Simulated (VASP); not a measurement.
Input of a VASP 6.6.1 run:

File INCAR:

```
  PREC = Accurate
  ENCUT = 600
  EDIFF = 1E-7
  ISMEAR = -1
  SIGMA = 0.05
  LREAL = F
  LASPH = T
  NELM = 100
  ALGO = Normal
  ISIF = 3
  LWAVE = F
  LCHARG = F
  GGA = RP
  IVDW = 12
  IBRION = 2
  NSW = 60
  EDIFFG = -0.01
```

Contents of KPOINTS:

```
regular mesh
0
Gamma
  5 6 5
```

File POSCAR:

```
HfO2
1.0
    5.2194633600      0.0000000000      0.0000000000
    0.0000000000      5.0047636900      0.0000000000
    0.0000000000      0.0000000000      5.0326850500
Hf O
4 8
Direct
    0.9669940000      0.7325208200      0.7414403500
    0.5330060000      0.7325208200      0.2414403500
    0.4669940000      0.2674791800      0.7414403500
    0.0330060000      0.2674791800      0.2414403500
    0.6321274500      0.9286454000      0.8792672600
    0.8678725500      0.9286454000      0.3792672600
    0.2339485200      0.5398830500      0.4922923900
    0.2660514800      0.5398830500      0.9922923900
    0.7660514800      0.4601169500      0.9922923900
    0.7339485200      0.4601169500      0.4922923900
    0.1321274500      0.0713546000      0.8792672600
    0.3678725500      0.0713546000      0.3792672600
```

Potentials or basis: VASP PAW PBE potentials, release 64 (Hf_pv, O).

Command:

```console
$ cat potpaw_PBE.64/Hf_pv/POTCAR potpaw_PBE.64/O/POTCAR > POTCAR
$ mpirun -np 1 vasp_std > vasp.out
```

Question: What does it give for the relaxed cell?

Answer: a = 5.150 Å, b = 4.914 Å, c = 4.882 Å, α = 90.00°, β = 90.00°, γ = 90.00°.

Question: Estimate the band gap on the k mesh.

Answer: 4.70 eV.

Question: What does it give for the space group after relaxing (to 0.1 Å)?

Answer: Pca2_1 (No. 29).

Final structure:
```cif
data_structure
_symmetry_space_group_name_H-M 'P 1'
_symmetry_Int_Tables_number 1
_cell_length_a 5.1495
_cell_length_b 4.9141
_cell_length_c 4.8824
_cell_angle_alpha 90.000
_cell_angle_beta 90.000
_cell_angle_gamma 90.000
_cell_volume 123.55
loop_
_atom_site_label
_atom_site_type_symbol
_atom_site_fract_x
_atom_site_fract_y
_atom_site_fract_z
_atom_site_occupancy
Hf1 Hf 0.96709 0.72998 0.75356 1
Hf2 Hf 0.53291 0.72998 0.25356 1
Hf3 Hf 0.46709 0.27002 0.75356 1
Hf4 Hf 0.03291 0.27002 0.25356 1
O1 O 0.61334 0.90658 0.85465 1
O2 O 0.88666 0.90658 0.35465 1
O3 O 0.24553 0.55058 0.50479 1
O4 O 0.25447 0.55058 0.00479 1
O5 O 0.75447 0.44942 0.00479 1
O6 O 0.74553 0.44942 0.50479 1
O7 O 0.11334 0.09342 0.85465 1
O8 O 0.38666 0.09342 0.35465 1
```

Caveat: spin-orbit coupling is left out, which moves the levels of the heavy elements. A k mesh can miss the band edges.
